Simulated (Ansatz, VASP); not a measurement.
## Two plane-wave programs on CoSi2

```
Co Si
1.0
     3.99948    0.00000    0.00000
    -1.99974    3.46365    0.00000
     0.00000    0.00000    9.43178
Co Si
2 4
Cartesian
  0.0000 2.3091 0.0000
  1.9997 1.1546 0.0000
  0.0000 0.0000 7.0670
  0.0000 0.0000 2.3648
  0.0000 0.0000 4.7159
  0.0000 0.0000 0.0000
```

Alike in both runs: task single point; functional PBE; k mesh 12 × 12 × 4; occupations gaussian, width 0.1 eV; collinear spin.

|  | VASP | Ansatz |
| --- | --- | --- |
| version | VASP 6.6.1 | Ansatz 0.2.0 |
| potentials or method | VASP PAW PBE potentials, release 64 (Co, Si), cutoff 520 eV | scalar-relativistic, plane waves, PAW |
| valence electrons in the cell | 34 | 50 |

```tsv
	VASP	Ansatz	Ansatz less VASP
gap on the k mesh at the Fermi level (eV)	none	none	-
pressure (GPa)	0.0	0.0	+0.03
rms of the force components (eV/Å)	0.007	0.001	-0.0058
net moment per atom (μB)	0.44	0.44	+0.004
size of the moment on the site where the two differ most (μB)	1.38	1.39	+0.017
```

Site moments also hang on the region over which each program counts them. Atom by atom the forces differ by 0.006 eV/Å (rms over components). A gap of «none» marks a metal or a gap that the smearing closes. VASP's potentials hold 34 valence electrons a cell and Ansatz's 50, so a difference there can come from the potentials and not from the codes. Ansatz's warnings: stability check not made.
